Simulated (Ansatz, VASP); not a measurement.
## Mg: VASP beside Ansatz

Contents of INCAR:

```
SYSTEM = Mg
ALGO = Normal ; EDIFF = 1E-7
ENCUT = 520 ; GGA = RE
ISIF = 2 ; ISMEAR = -1
LASPH = .TRUE. ; LCHARG = .FALSE.
LREAL = .FALSE. ; LWAVE = .FALSE.
NBANDS = 9 ; NELM = 60
PREC = Accurate ; SIGMA = 0.1
```

Contents of KPOINTS:

```
k-points
0
G
  21 21 10
  0 0 0
```

Contents of POSCAR:

```
Mg
1.0
   -2.0831311964      1.7142823950      1.5271021880
    1.7142823950     -2.0831311964      1.5271021880
    3.8448805184      3.8448805184     -2.2026494434
Mg
2
Direct
    0.9584144310      0.0415855690      1.0000000000
    0.7915855690      0.2084144310      0.5000000000
```

Input for Ansatz:

```yaml
crystal:
  lattice:
    - [-2.0831311964, 1.714282395, 1.527102188]
    - [1.714282395, -2.0831311964, 1.527102188]
    - [3.8448805184, 3.8448805184, -2.2026494434]
  atoms:
    - { symbol: Mg, position: [0.958414431, 0.041585569, 1.0] }
    - { symbol: Mg, position: [0.791585569, 0.208414431, 0.5] }
hamiltonian:
  xc: revpbe
  pseudopotentials:
    kind: paw
    azcp:
      Mg: "pseudopotentials/Mg.paw.azcp"
basis:
  ecutwfc: 420
  fft_grid_basis: typed
kpoints:
  mp_grid: { grid: [21, 21, 10], shift: [0, 0, 0] }
magnetization:
  spin_polarized: false
scf:
  occupations: { method: fermi_dirac, width: 0.1 }
output:
  stress: true
```

Alike in both runs: task single point; functional revPBE; k mesh 21 × 21 × 10; occupations fermi-dirac, width 0.1 eV; no spin polarisation.

|  | VASP | Ansatz |
| --- | --- | --- |
| version | VASP 6.6.1 | Ansatz 0.2.0 |
| potentials or method | VASP PAW PBE potentials, release 64 (Mg), cutoff 520 eV | plane waves (420 eV) with PAW, scalar-relativistic |
| valence electrons in the cell | 4 | 20 |

|  | VASP | Ansatz | Ansatz less VASP |
| --- | --- | --- | --- |
| pressure (GPa) | 5.5 | 5.7 | +0.20 |
| traceless stress, the component that is largest in VASP (GPa) | 0.28 | 0.28 | +0.001 |

VASP's potentials were made for PBE, not for revPBE. VASP's potentials hold 4 valence electrons a cell and Ansatz's 20, so a difference there can come from the potentials and not from the codes.
